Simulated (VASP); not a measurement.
# YHg (Pm-3m) in VASP: notebook, part 2 of 2

VASP 6.6.1. Earlier steps stand in the parts before.

## Step 6: Overview

| cell | gap on the mesh (eV) | pressure (GPa) |
| --- | --- | --- |
| a = 3.015 Å, 2 atoms | none | 149.4 |
| a = 3.416 Å, 2 atoms | none | 21.8 |
| a = 3.553 Å, 2 atoms | none | 5.9 |
| a = 3.680 Å, 2 atoms | none | -3.1 |

Alike in all rows: task single point; level LDA; potentials or basis VASP PAW LDA potentials, release 64 (Y_sv, Hg); no spin polarisation; k mesh 10 × 10 × 10; cutoff (eV) 520; smearing fermi-dirac 0.05 eV.

Caveats: spin-orbit coupling is left out, which moves the levels of the heavy elements.

Absolute energies hang on the potentials; compare differences alone.
